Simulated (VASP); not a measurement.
Set up this calculation in VASP 6.6.1, as the native input.

| Item | Value |
| --- | --- |
| Task | single point |
| Functional | r2SCAN |
| Potentials or basis | VASP PAW PBE potentials, release 64 (Ga_d) |
| Cutoff | 520 eV |
| k mesh | 11 × 11 × 9 |
| Occupations | fermi-dirac, width 0.1 eV |
| Spin | no spin polarisation |
| Dipole correction | no |
| Further INCAR settings | ALGO = Normal; EDIFF = 1e-07; NBANDS = 34 |

The system is Ga.

```
Ga
1.0
     2.17067   -3.68925    0.00000
     2.17067    3.68925    0.00000
     0.00000    0.00000    4.41034
Ga
4
Direct
  0.84423 0.15577 0.08558
  0.65577 0.34423 0.58558
  0.15577 0.84423 0.91442
  0.34423 0.65577 0.41442
```

One way to write it, as run:

POSCAR

```
Ga
1.0
    2.1706726949     -3.6892516096      0.0000000000
    2.1706726949      3.6892516096      0.0000000000
    0.0000000000      0.0000000000      4.4103412028
Ga
4
Direct
    0.8442341898      0.1557658102      0.0855794265
    0.6557658102      0.3442341898      0.5855794265
    0.1557658102      0.8442341898      0.9144205735
    0.3442341898      0.6557658102      0.4144205735
```

INCAR.step1

```
SYSTEM = Ga
PREC     = Accurate       ! precision mode
ENCUT    = 520            ! plane-wave cutoff, eV
ISMEAR   = -1             ! smearing method
SIGMA    = 0.1            ! smearing width, eV
LREAL    = .False.        ! projectors in reciprocal space
LASPH    = .True.         ! aspherical terms in the spheres
NELM     = 60             ! most SCF steps
NBANDS   = 34             ! bands
GGA      = PE             ! functional
ALGO     = Normal         ! electronic algorithm
EDIFF    = 1E-4           ! SCF threshold, eV
LWAVE    = .True.         ! write WAVECAR
LCHARG   = .False.        ! write CHGCAR
```

INCAR.step2

```
SYSTEM = Ga
PREC     = Accurate       ! precision mode
ENCUT    = 520            ! plane-wave cutoff, eV
EDIFF    = 1E-7           ! SCF threshold, eV
ISMEAR   = -1             ! smearing method
SIGMA    = 0.1            ! smearing width, eV
LREAL    = .False.        ! projectors in reciprocal space
LASPH    = .True.         ! aspherical terms in the spheres
NELM     = 60             ! most SCF steps
ALGO     = Normal         ! electronic algorithm
ISIF     = 2              ! what is computed and relaxed
LWAVE    = .False.        ! write WAVECAR
LCHARG   = .False.        ! write CHGCAR
METAGGA  = R2SCAN         ! meta-GGA
LMIXTAU  = .True.       
NBANDS   = 34             ! bands
ISTART   = 1
```

KPOINTS

```
regular mesh
0
Gamma
  11 11 9
  0 0 0
```

Potentials or basis: VASP PAW PBE potentials, release 64 (Ga_d).

Launch:

```sh
$ cat potpaw_PBE.64/Ga_d/POTCAR > POTCAR
$ cp INCAR.step1 INCAR
$ mpirun -np 1 vasp_std > vasp.out
$ cp INCAR.step2 INCAR
$ mpirun -np 1 vasp_std > vasp.out
```

Results of the run:

```
Pressure               : 6.6 GPa
Largest force          : 0.019 eV/Å
Band gap on the k mesh : zero (bands 26 and 27 overlap by 1.44 eV)
```

Caveat: the cell stands under pressure; the PAW data sets were made with another functional, which shifts forces and pressure a little.

Wall time 26 min on 1 thread of Intel Xeon 8259CL, on a shared host, peak memory 0.41 GiB.
